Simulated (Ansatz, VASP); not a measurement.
# GaSb in VASP and in Ansatz

The input POSCAR:

```
GaSb
1.0
    0.0000000000      3.0590000000      3.0590000000
    3.0590000000      0.0000000000      3.0590000000
    3.0590000000      3.0590000000      0.0000000000
Sb Ga
1 1
Direct
    0.7500000000      0.7500000000      0.7500000000
    0.0000000000      0.0000000000      0.0000000000
```

File INCAR.step1:

```
SYSTEM = GaSb
PREC     = Accurate       ! precision mode
ENCUT    = 520            ! plane-wave cutoff, eV
EDIFF    = 1E-5           ! SCF threshold, eV
ISMEAR   = -1             ! smearing method
SIGMA    = 0.05           ! smearing width, eV
LREAL    = .FALSE.        ! projectors in reciprocal space
LASPH    = .TRUE.         ! aspherical terms in the spheres
NELM     = 60             ! most SCF steps
ALGO     = Normal         ! electronic algorithm
ISIF     = 2              ! what is computed and relaxed
LWAVE    = .TRUE.         ! write WAVECAR
NBANDS   = 16             ! bands
GGA      = PE             ! functional
```

The input INCAR.step2:

```
SYSTEM = GaSb
PREC     = Accurate       ! precision mode
ENCUT    = 520            ! plane-wave cutoff, eV
EDIFF    = 1E-6           ! SCF threshold, eV
ISMEAR   = -1             ! smearing method
SIGMA    = 0.05           ! smearing width, eV
LREAL    = .FALSE.        ! projectors in reciprocal space
LASPH    = .TRUE.         ! aspherical terms in the spheres
NELM     = 60             ! most SCF steps
ALGO     = Normal         ! electronic algorithm
ISIF     = 2              ! what is computed and relaxed
LWAVE    = .FALSE.        ! write WAVECAR
LCHARG   = .TRUE.         ! write CHGCAR
GGA      = PE             ! functional
LHFCALC  = .TRUE.         ! exact exchange
AEXX     = 0.25           ! exact-exchange fraction
HFSCREEN = 0.3            ! screening, 1/A
PRECFOCK = Normal       
LELF     = .TRUE.         ! ELF
LVHAR    = .TRUE.       
NBANDS   = 16             ! bands
ISTART   = 1
```

KPOINTS

```
regular mesh
0
G
  4 4 4
  0 0 0
```

File input.yaml:

```yaml
crystal:
  lattice:
    - [0.0, 3.059, 3.059]
    - [3.059, 0.0, 3.059]
    - [3.059, 3.059, 0.0]
  atoms:
    - { symbol: Sb, position: [0.75, 0.75, 0.75] }
    - { symbol: Ga, position: [0.0, 0.0, 0.0] }
hamiltonian:
  xc: { exchange: pbe, correlation: pbe, exx: { coeff: 0.25, omega: 0.3 } }
  pseudopotentials: { kind: paw }
kpoints:
  mp_grid: { grid: [4, 4, 4] }
  band_path:
    path:
      - [[0.0, 0.0, 0.0], [0.5, 0.0, 0.5], [0.5, 0.25, 0.75], [0.375, 0.375, 0.75], [0.0, 0.0, 0.0], [0.5, 0.5, 0.5], [0.625, 0.25, 0.625], [0.5, 0.25, 0.75], [0.5, 0.5, 0.5], [0.375, 0.375, 0.75]]
      - [[0.625, 0.25, 0.625], [0.5, 0.0, 0.5]]
    npoints: 4
scf:
  occupations: { method: fermi_dirac, width: 0.05 }
  n_extra_bands: 6
output:
  forces: true
  stress: true
  eigenvalues: true
  fatbands: false
  write_density: true
  write_potential: true
  elf: true
  volumetric_format: npy
```

Alike in both runs: functional PBE-based screened hybrid; k mesh 4 × 4 × 4; occupations fermi-dirac, width 0.05 eV; no spin polarisation.

```csv
,VASP,Ansatz
version,VASP 6.6.1,Ansatz 0.2.0
potentials or method,"VASP PAW PBE potentials, release 64 (Sb, Ga_d)",Ansatz PAW
plane-wave cutoff (eV),520,420
valence electrons in the cell,18,28
task,single point,band structure
```

|  | VASP | Ansatz | Ansatz less VASP |
| --- | --- | --- | --- |
| gap on the k mesh at the Fermi level (eV) | 0.73 | 0.72 | -0.014 |
| least direct gap on the mesh (eV) | 0.73 | 0.72 | -0.014 |
| pressure (GPa) | 0.6 | 1.1 | +0.43 |

VASP's potentials were made for PBE, not for PBE-based screened hybrid. VASP's potentials hold 18 valence electrons a cell and Ansatz's 28, so a difference there can come from the potentials and not from the codes.

The k mesh is coarse, so the values compare programs but aren't converged. Neither program's run includes spin-orbit coupling.
